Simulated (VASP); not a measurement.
Here is a VASP 6.6.1 calculation.

Contents of INCAR:

```
SYSTEM = Ta2N
PREC = Accurate
ENCUT = 520
EDIFF = 1E-7
ISMEAR = 0
SIGMA = 0.15
LREAL = .False.
LASPH = .True.
NELM = 80
ALGO = Normal
ISIF = 2
LWAVE = .False.
LCHARG = .True.
GGA = PE
LELF = .True.
LVHAR = .True.
NBANDS = 20
```

Contents of KPOINTS:

```
regular mesh
0
Gamma
  18 18 12
  0 0 0
```

The input POSCAR:

```
Ta2N
1.0
    3.1011400584      0.0000000000      0.0000000000
   -1.5505700292      2.6856660713      0.0000000000
    0.0000000000      0.0000000000      4.8818900414
Ta N
2 1
Direct
    0.6666666667      0.3333333333      0.7449050326
    0.3333333333      0.6666666667      0.2550949674
    0.0000000000      0.0000000000      0.0000000000
```

Potentials or basis: VASP PAW PBE potentials, release 64 (Ta_pv, N).

Run with:

```sh
$ cat potpaw_PBE.64/Ta_pv/POTCAR potpaw_PBE.64/N/POTCAR > POTCAR
$ mpirun -np 1 vasp_std > vasp.out
```

(1) Predict the pressure.

(2) Predict the band gap on the k mesh.

(3) What does it give for the largest force?

Answers

(1) 0.4 GPa.

(2) zero (an odd number of electrons rules out a gap without spin polarisation).

(3) 0.033 eV/Å.

Caveat: spin-orbit coupling is left out, which moves the levels of the heavy elements.
